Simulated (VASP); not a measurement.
Wanted: the native input for a VASP 6.6.1 run.

- Task: single point
- Functional: r2SCAN
- Potentials or basis: VASP PAW PBE potentials, release 64 (Ga_d, N)
- Cutoff: 520 eV
- k mesh: 12 × 12 × 6
- Occupations: gaussian, width 0.05 eV
- Spin: no spin polarisation
- Dipole correction: no
- Further INCAR settings: ALGO = Normal; EDIFF = 1e-07; NBANDS = 26

Crystal: GaN.

```xyz
4
Lattice="3.0846 0.0000 0.0000 -1.5423 2.6713 0.0000 0.0000 0.0000 5.0885" Properties=species:S:1:pos:R:3 pbc="T T T"
Ga    0.0000    1.7809    0.0000
Ga    1.5423    0.8904    2.5443
N     0.0000    1.7809    1.9082
N     1.5423    0.8904    4.4524
```

This cell differs from its parent crystal: strain -0.030 along x and y, -0.015 along z.

One way to write it, as run:

POSCAR

```
GaN
1.0
    3.0845996707      0.0000000000      0.0000000000
   -1.5422998354      2.6713416753      0.0000000000
    0.0000000000      0.0000000000      5.0885100000
Ga N
2 2
Direct
    0.3333333333      0.6666666667      0.0000000000
    0.6666666667      0.3333333333      0.5000000000
    0.3333333333      0.6666666667      0.3750000000
    0.6666666667      0.3333333333      0.8750000000
```

INCAR.step1

```
PREC = Accurate
ENCUT = 520
ISMEAR = 0
SIGMA = 0.05
LREAL = False
LASPH = True
NELM = 60
NBANDS = 26
GGA = PE
ALGO = Normal
EDIFF = 1E-4
LWAVE = True
LCHARG = False
```

INCAR.step2

```
PREC = Accurate
ENCUT = 520
EDIFF = 1E-7
ISMEAR = 0
SIGMA = 0.05
LREAL = False
LASPH = True
NELM = 60
ALGO = Normal
ISIF = 2
LWAVE = False
LCHARG = False
METAGGA = R2SCAN
LMIXTAU = True
NBANDS = 26
ISTART = 1
```

KPOINTS

```
Automatic mesh
0
Gamma
  12 12 6
```

Potentials or basis: VASP PAW PBE potentials, release 64 (Ga_d, N).

Run with:

```bash
$ cat potpaw_PBE.64/Ga_d/POTCAR potpaw_PBE.64/N/POTCAR > POTCAR
$ cp INCAR.step1 INCAR
$ mpirun -np 1 vasp_std > vasp.out
$ cp INCAR.step2 INCAR
$ mpirun -np 1 vasp_std > vasp.out
```

Results of the run:

```
Pressure               : 20.5 GPa
Largest force          : 0.088 eV/Å
Band gap on the k mesh : 2.85 eV
```

Caveat: the cell differs from its parent crystal (strain -0.030 along x and y, -0.015 along z); the stress differs along the axes, from 17 to 22 GPa; the PAW data sets were made with another functional, which shifts forces and pressure a little.

Run time: 2.8 min on 1 thread of AMD EPYC 9R45 96-Core Processor (Zen 5), with other jobs on the host, peak memory 0.18 GiB.
